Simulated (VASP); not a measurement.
Input of a VASP 6.6.1 run:

INCAR

```
SYSTEM = SmHf3As
ALGO = Normal
EDIFF = 1E-6
ENCUT = 500
GGA = PE
GGA_COMPAT = .FALSE.
ISIF = 2
ISMEAR = 0
LASPH = .TRUE.
LCHARG = .TRUE.
LELF = .TRUE.
LMAXMIX = 6
LREAL = .FALSE.
LVHAR = .TRUE.
LWAVE = .FALSE.
NBANDS = 31
NELM = 200
PREC = Accurate
SIGMA = 0.1
```

Contents of KPOINTS:

```
k-points
0
G
  12 12 8
  0 0 0
```

The input POSCAR:

```
SmHf3As
1.0
    5.6270674116      0.0000000000      0.0000000000
   -2.8135337058      4.8731833273      0.0000000000
    0.0000000000      0.0000000000      5.6118604120
Sm Hf As
1 3 1
Direct
    0.0000000000      0.0000000000      0.5000000000
    0.5000000000      0.0000000000      0.0000000000
    0.0000000000      0.5000000000      0.0000000000
    0.5000000000      0.5000000000      0.0000000000
    0.0000000000      0.0000000000      0.0000000000
```

Potentials or basis: VASP PAW PBE potentials, release 64 (Sm_3, Hf_pv, As), 4f in core.

Run with:

```bash
$ cat potpaw_PBE.64/Sm_3/POTCAR potpaw_PBE.64/Hf_pv/POTCAR potpaw_PBE.64/As/POTCAR > POTCAR
$ mpirun -np 1 vasp_std > vasp.out
```

Task: Estimate the pressure.

Result: -0.1 GPa.

Task: Predict the band gap on the k mesh.

Result: Zero (bands 23 and 24 overlap by 1.70 eV).

Stress tensor (GPa, compression positive):
```
-0.25  0.00  0.00
 0.00 -0.25  0.00
 0.00  0.00  0.26
```

Caveat: spin-orbit coupling is left out, which moves the levels of the heavy elements; the 4f electrons are frozen in the core, so they carry no moment and show no levels. Spin polarisation is off, so any magnetic state and its effect on volume and gap are missing.
